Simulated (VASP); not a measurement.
# O (C2/m) in VASP: further runs

The runs below take O through single point, with LDA.

Everything below comes from runs of VASP 6.6.1. Logs are shortened: lines on timing, memory, paths and dates and some standing lists are left out, and cuts for length are marked.

## (1) The cell of the first run

The structure is monoclinic, space group C2/m (No. 12). Conventional cell: a = 5.589 Å, b = 3.258 Å, c = 4.464 Å, α = 90.00°, β = 121.71°, γ = 90.00°. Within 1.7 Å of O (site symmetry m) lie 1 O at 1.26 Å.

## (2) Single point, LDA

The input, INCAR:

```
SYSTEM = O
  ALGO = Normal
  EDIFF = 1E-6
  ENCUT = 600
  GGA = CA
  GGA_COMPAT = .False.
  ISIF = 2
  ISMEAR = -1
  LASPH = .True.
  LCHARG = .False.
  LREAL = .False.
  LWAVE = .False.
  NBANDS = 13
  NELM = 120
  PREC = Accurate
  SIGMA = 0.05
```

The input, KPOINTS:

```
k-points
0
Gamma
  7 7 5
  0 0 0
```

The input, POSCAR:

```
O
1.0
    2.7943747930     -1.6291676212      0.0000000000
    2.7943747930      1.6291676212      0.0000000000
   -2.3466015720      0.0000000000      3.7974283424
O
2
Direct
    0.0254538300      0.0254538300      0.1555740200
    0.9745461700      0.9745461700      0.8444259800
```

Potentials or basis: VASP PAW LDA potentials, release 64 (O).

On the command line:

```console
> cat potpaw_LDA.64/O/POTCAR > POTCAR
> mpirun -np 1 vasp_std > vasp.out
```

OUTCAR:

```text
SYSTEM = O
   EDIFF = 1E-6
   ENCUT = 600
   GGA = CA
   ISIF = 2
   ISMEAR = -1
   LASPH = .True.
   LREAL = .False.
   NELM = 120
   PREC = Accurate

 ion  position               nearest neighbor table
   1  0.025  0.025  0.156-   2 1.26
   2  0.975  0.975  0.844-   1 1.26

  LATTYP: Found a base centered monoclinic cell.
 ALAT       =     5.5887495860
 B/A-ratio  =     0.5830168613
 C/A-ratio  =     0.7987416297
 COS(beta)  =    -0.5256762868

  Lattice vectors:

 A1 = (   2.7943747930,  -1.6291676212,   0.0000000000)
 A2 = (   2.7943747930,   1.6291676212,   0.0000000000)
 A3 = (  -2.3466015720,   0.0000000000,   3.7974283424)

Analysis of symmetry for initial positions (statically):
=====================================================================
 Subroutine PRICEL returns:
 Original cell was already a primitive cell.

 Routine SETGRP: Setting up the symmetry group for a
 base centered monoclinic supercell.

 Subroutine GETGRP returns: Found  4 space group operations
 (whereof  4 operations were pure point group operations)
 out of a pool of  4 trial point group operations.

The static configuration has the point symmetry C_2h.

Analysis of symmetry for dynamics (positions and initial velocities):
=====================================================================
 Subroutine PRICEL returns:
 Original cell was already a primitive cell.

 Routine SETGRP: Setting up the symmetry group for a
 base centered monoclinic supercell.

 Subroutine GETGRP returns: Found  4 space group operations
 (whereof  4 operations were pure point group operations)
 out of a pool of  4 trial point group operations.

The dynamic configuration has the point symmetry C_2h.

 Subroutine INISYM returns: Found  4 space group operations
 (whereof  4 operations are pure point group operations),
 and found     1 'primitive' translations

----------------------------------------------------------------------------------------

                                     Primitive cell

  volume of cell :      34.5756

  direct lattice vectors                    reciprocal lattice vectors
     2.794374793 -1.629167621  0.000000000     0.178930901 -0.306905191  0.110569442
     2.794374793  1.629167621  0.000000000     0.178930901  0.306905191  0.110569442
    -2.346601572  0.000000000  3.797428342     0.000000000  0.000000000  0.263336108

  length of vectors
     3.234612438  3.234612438  4.463966953     0.372065405  0.372065405  0.263336108

  position of ions in fractional coordinates (direct lattice)
     0.025453830  0.025453830  0.155574020
     0.974546170  0.974546170  0.844425980

  ion indices of the primitive-cell ions
   primitive index   ion index
                 1           1
                 2           2

----------------------------------------------------------------------------------------

 KPOINTS: k-points

Automatic generation of k-mesh.
 Grid dimensions read from file:
 generate k-points for:    7    7    5

 Generating k-lattice:

  Cartesian coordinates                     Fractional coordinates (reciprocal lattice)
     0.025561557 -0.043843599  0.015795635     0.142857143 -0.000000000  0.000000000
     0.025561557  0.043843599  0.015795635    -0.000000000  0.142857143  0.000000000
     0.000000000  0.000000000  0.052667222     0.000000000  0.000000000  0.200000000

  Length of vectors
     0.053152201  0.053152201  0.052667222

  Shift w.r.t. Gamma in fractional coordinates (k-lattice)
     0.000000000  0.000000000  0.000000000

 Subroutine IBZKPT returns following result:
 ===========================================

 Found     72 irreducible k-points:

 Following reciprocal coordinates:
            Coordinates               Weight
  0.000000  0.000000  0.000000      1.000000
  0.142857  0.000000  0.000000      4.000000
  0.285714  0.000000  0.000000      4.000000
  0.428571  0.000000  0.000000      4.000000
  0.142857  0.142857  0.000000      2.000000
  0.285714  0.142857  0.000000      4.000000
[... 16 lines left out ...]
 -0.142857 -0.000000  0.200000      4.000000
  0.142857  0.142857  0.200000      2.000000
 [... further k-points ...]
   k-points           NKPTS =     72   k-points in BZ     NKDIM =     72   number of bands    NBANDS=     13
   number of dos      NEDOS =    301   number of ions     NIONS =      2
   total plane-waves  NPLWV =  28224
   dimension x,y,z NGX =    28 NGY =   28 NGZ =   36
   dimension x,y,z NGXF=    56 NGYF=   56 NGZF=   72
   ions per type =               2
   NGX,Y,Z   is equivalent  to a cutoff of  14.39, 14.39, 13.41 a.u.
   NGXF,Y,Z  is equivalent  to a cutoff of  28.78, 28.78, 26.81 a.u.
 SYSTEM =  O
   PREC   = accura    normal or accurate (medium, high low for compatibility)
   ISTART =      0    job   : 0-new  1-cont  2-samecut
   ICHARG =      2    charge: 1-file 2-atom 10-const
   ISPIN  =      1    spin polarized calculation?
   LNONCOLLINEAR =      F non collinear calculations
   LSORBIT =      F    spin-orbit coupling
   LASPH  =      T    aspherical Exc in radial PAW
   ENCUT  =  600.0 eV  44.10 Ry    6.64 a.u.   6.46  6.46  8.92*2*pi/ulx,y,z
   NELM   =    120;   NELMIN=  2; NELMDL= -5     # of ELM steps
   EDIFF  = 0.1E-05   stopping-criterion for ELM
   LREAL  =      F    real-space projection
   EDIFFG = 0.1E-04   stopping-criterion for IOM
   NSW    =      0    number of steps for IOM
   IBRION =     -1    ionic relax: 0-MD 1-quasi-New 2-CG
   NFREE  =      0    steps in history (QN), initial steepest desc. (CG)
   ISIF   =      2    stress and relaxation
   ISYM   =      2    0-nonsym 1-usesym 2-fastsym
   POTIM  = 0.5000    time-step for ionic-motion
   TEBEG  =    0.0;   TEEND  =   0.0 temperature during run
   PSTRESS=    0.0 pullay stress
   NELECT =      12.0000    total number of electrons
   NUPDOWN=      -1.0000    fix difference up-down
   EMIN   =  10.00;   EMAX   =-10.00  energy-range for DOS
   EFERMI =   0.00;   METHOD = LEGACY
   ISMEAR =    -1;   SIGMA  =   0.05  broadening in eV -4-tet -1-fermi 0-gaus
   EFERMI_NEDOS =   21; number of points for ismear=-14 and -15
   IALGO  =     38    algorithm
   IMIX   =      4    mixing-type and parameters
     AMIX     =   0.40;   BMIX     =  1.00
     AMIX_MAG =   1.60;   BMIX_MAG =  1.00
  volume/ion in A,a.u.               =      17.29       116.66
  Fermi-wavevector in a.u.,A,eV,Ry     =   1.150479  2.174089 18.008688  1.323601
  Thomas-Fermi vector in A             =   2.287142
   LORBIT       =      0    0 simple, 1 ext, 2 COOP (PROOUT), +10 PAW based schemes
   GGA     = CA    functional components
   LHFCALC =     F    Hartree Fock is set to
   AEXX    =    0.0000 exact exchange contribution
   IVDW    =     0    specifies the selected vdW correction
   LEPSILON=     F    determine dielectric tensor
   LRPA    =     F    only Hartree local field effects (RPA)
 non-spin polarized calculation
  energy-cutoff  :      600.00
  volume of cell :       34.58
 maximum number of plane-waves:      1173
 NGX is ok and might be reduce to    28
   NGX = 13   NGY = 13   NGZ = 17

 number of electron      11.9999998 magnetization

 Free energy of the ion-electron system (eV)
  ---------------------------------------------------
  ext. energy  EPLUGINS =         0.00000000
  ---------------------------------------------------
  free energy    TOTEN  =        -9.94919229 eV

  energy without entropy =       -9.89695380  energy(sigma->0) =       -9.92307304

 E-fermi :  -2.4282     XC(G=0):  -8.1371

 val. band max:       -2.4324098815   @ k =  -0.1429  -0.1429   0.4000
 cond. band min:      -2.4233684164   @ k =  -0.4286   0.2857   0.0000
 fundamental gap:      0.0090414651
 Fermi energy:        -2.4282045558

 k-point     1 :       0.0000    0.0000    0.0000
  band No.  band energies     occupation
      1     -27.6066      2.00000
      2     -15.8660      2.00000
      3      -9.7941      2.00000
      4      -7.9795      2.00000
      5      -7.9451      2.00000
      6      -2.4629      1.33394
      7      -2.1730      0.01207
      8       4.2915      0.00000
      9       6.7785      0.00000
     10      10.9524      0.00000
     11      12.5110      0.00000
     12      16.0150      0.00000
     13      16.9273      0.00000

 k-point     2 :       0.1429    0.0000    0.0000
  band No.  band energies     occupation
      1     -27.5791      2.00000
      2     -15.8619      2.00000
      3      -9.7506      2.00000
      4      -8.1774      2.00000
      5      -7.9909      2.00000
      6      -2.4430      1.14667
      7      -2.2716      0.08357
      8       4.7471      0.00000
      9       6.7566      0.00000
     10      10.7362      0.00000
     11      13.1119      0.00000
     12      14.3965      0.00000
     13      16.2463      0.00000

 k-point     3 :       0.2857    0.0000    0.0000
  band No.  band energies     occupation
      1     -27.5167      2.00000
      2     -15.8520      2.00000
      3      -9.6299      2.00000
      4      -8.6393      2.00000
      5      -8.0728      2.00000
      6      -2.5129      1.68943
      7      -2.3807      0.55795
      8       5.8611      0.00000
      9       6.7539      0.00000
     10      10.8336      0.00000
     11      11.5825      0.00000
     12      14.3143      0.00000
     13      14.9534      0.00000
[... 305 lines left out ...]
 k-point    23 :      -0.1429   -0.0000    0.2000
  band No.  band energies     occupation
      1     -27.5745      2.00000
      2     -15.9400      2.00000
      3      -9.5598      2.00000
      4      -8.1664      2.00000
      5      -8.0276      2.00000
      6      -2.4735      1.42409
      7      -2.2540      0.05954
      8       4.3957      0.00000
      9       6.7734      0.00000
     10      10.2482      0.00000
     11      13.9109      0.00000
     12      14.6336      0.00000
     13      16.1887      0.00000

 k-point    24 :       0.1429    0.1429    0.2000
  band No.  band energies     occupation
      1     -27.5572      2.00000
      2     -16.1021      2.00000
      3      -9.3423      2.00000
      4      -8.1734      2.00000
      5      -8.0893      2.00000
      6      -2.3164      0.19295
      7      -2.0739      0.00167
      8       4.6622      0.00000
      9       6.3510      0.00000
     10       8.5316      0.00000
     11      14.0295      0.00000
     12      15.7452      0.00000
     13      16.3972      0.00000

 [... further k-points ...]
[... 5 lines left out ...]
  --------------------------------------------------------------------------------------
  -------------------------------------------------------------------------------------
  Total       -1.1234353     -1.3225227     -3.6249172      0.0000000      0.0000000      1.4920652
  in kB      -52.0581393    -61.2835225   -167.9726866      0.0000000      0.0000000     69.1398399
  external PRESSURE =     -93.7714495 kB  Pullay stress =       0.0000000 kB

 VOLUME and BASIS-vectors are now :
 -----------------------------------------------------------------------------
  energy-cutoff  :      600.00
  volume of cell :       34.58
      direct lattice vectors                 reciprocal lattice vectors
     2.794374793 -1.629167621  0.000000000     0.178930901 -0.306905191  0.110569442
     2.794374793  1.629167621  0.000000000     0.178930901  0.306905191  0.110569442
    -2.346601572  0.000000000  3.797428342     0.000000000  0.000000000  0.263336108

 POSITION                                       TOTAL-FORCE (eV/Angst)
 -----------------------------------------------------------------------------------
     -0.22282      0.00000      0.59078         1.253243      0.000000     -2.385716
      3.46496      0.00000      3.20665        -1.253243      0.000000      2.385716
 -----------------------------------------------------------------------------------
    total drift:                                0.000000      0.000000      0.000000

  FREE ENERGIE OF THE ION-ELECTRON SYSTEM (eV)
  ---------------------------------------------------
  free  energy   TOTEN  =        -9.9491922925 eV

  energy  without entropy=       -9.8969537953  energy(sigma->0) =       -9.92307304
```

It took 31 s on 1 thread of AMD EPYC 7R43 (Zen 3), shared host; peak memory 0.12 GiB.

Results:

| Item | Value |
| --- | --- |
| Free energy | -9.9492 eV |
| Pressure | -9.4 GPa |
| Largest force | 2.695 eV/Å |
| Band gap on the k mesh | zero (bands 6 and 7 overlap by 0.31 eV) |

Forces on the atoms (eV/Å):
```
O    1.253  0.000 -2.386
O   -1.253  0.000  2.386
```

Stress tensor (GPa, compression positive):
```
 -5.21   0.00   6.91
  0.00  -6.13   0.00
  6.91   0.00 -16.80
```

Levels at points of the mesh, in eV from the Fermi level:
```
           k point  band 4  band 5  band 6  band 7  band 8  band 9
(0.00, 0.00, 0.00)   -5.55   -5.52   -0.03    0.26    6.72    9.21
```

Caveat: spin is off for a triplet molecule; the stress differs along the axes, from -17 to -5 GPa; forces of over 1 eV/Å act on the atoms, so gaps and moduli don't describe the material at rest.

## (3) Single point, LDA

The input, INCAR:

```
PREC = Accurate ; ENCUT = 600
EDIFF = 1E-6 ; ISMEAR = -1
SIGMA = 0.05 ; LREAL = False
LASPH = True ; NELM = 120
ALGO = Normal ; ISIF = 2
LWAVE = False ; LCHARG = True
LELF = True ; LVHAR = True
NBANDS = 13 ; GGA_COMPAT = False
```

The input, KPOINTS:

```
regular mesh
0
Gamma
  7 7 5
```

The input, POSCAR:

```
O
1.0
    2.8228888215     -1.6457917806      0.0000000000
    2.8228888215      1.6457917806      0.0000000000
   -2.3705464860      0.0000000000      3.7211000714
O
2
Direct
    0.0254538300      0.0254538300      0.1555740200
    0.9745461700      0.9745461700      0.8444259800
```

Potentials or basis: VASP PAW LDA potentials, release 64 (O).

On the command line:

```console
> cat potpaw_LDA.64/O/POTCAR > POTCAR
> mpirun -np 1 vasp_std > vasp.out
```

Wall time 34 s (1 thread of AMD EPYC 7R43 (Zen 3), shared host); peak memory 0.12 GiB.

It converged, with:

```
Free energy            : -9.9866 eV
Pressure               : -6.9 GPa
Largest force          : 1.458 eV/Å
Band gap on the k mesh : zero (bands 6 and 7 overlap by 0.30 eV)
```

Forces on the atoms (eV/Å):
```
O    0.740  0.000 -1.257
O   -0.740  0.000  1.257
```

Stress tensor (GPa, compression positive):
```
 -3.83   0.00   4.02
  0.00  -5.87   0.00
  4.02   0.00 -11.00
```

Levels at points of the mesh, in eV from the Fermi level:
| k point | band 3 | band 4 | band 5 | band 6 | band 7 | band 8 | band 9 | band 10 |
| --- | --- | --- | --- | --- | --- | --- | --- | --- |
| (0.00, 0.00, 0.00) | -7.58 | -5.91 | -5.87 | -0.07 | 0.22 | 6.55 | 9.76 | 13.59 |

Caveat: the standard files for N, O and F lose accuracy on very short bonds; spin is off for a triplet molecule; the stress differs along the axes, from -11 to -4 GPa; forces of over 1 eV/Å act on the atoms, so gaps and moduli don't describe the material at rest.
